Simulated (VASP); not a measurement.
Runs of VASP 6.6.1 on AgI. The structure is that of space group F-43m (No. 216), or close to it. The cells are those of the table. 

```tsv
level	cell	cutoff (eV)	gap on the mesh (eV)	pressure (GPa)
PBE	a = 4.734 Å, angles 60.0°, 2 atoms	500	1.35	-0.8
PBE	a = 4.641 Å, angles 60.0°, 2 atoms	500	1.34	0.8
r2SCAN	a = 4.604 Å, angles 60.0°, 2 atoms	550	1.79	0.8
r2SCAN	a = 4.742 Å, angles 60.0°, 2 atoms	550	1.80	(b)
PBE	a = 4.688 Å, angles 60.0°, 2 atoms	500	1.34	-0.1
r2SCAN	a = 4.651 Å, angles 60.0°, 2 atoms	550	1.79	-0.1
PBE	a = 4.651 Å, angles 60.0°, 2 atoms	500	1.34	(c)
r2SCAN	a = 4.556 Å, angles 60.0°, 2 atoms	550	1.79	2.0
PBE	a = 4.780 Å, angles 60.0°, 2 atoms	500	1.35	-1.3
PBE	a = 4.592 Å, angles 60.0°, 2 atoms	500	1.34	(a)
r2SCAN	a = 4.697 Å, angles 60.0°, 2 atoms	550	1.79	-0.9
```

Alike in all rows: task single point; potentials or basis VASP PAW PBE potentials, release 64 (Ag, I); no spin polarisation; k mesh 6 × 6 × 6; smearing gaussian 0.01 eV.

Q: Estimate the missing entries.

A: (a) 1.8; (b) -1.6; (c) 0.6.

Caveats: spin-orbit coupling is left out, which moves the levels of the heavy elements; the PAW data sets were made with another functional, which shifts forces and pressure a little (some runs).

A k mesh can miss the band edges, and the runs leave out spin-orbit coupling on Ag, I.
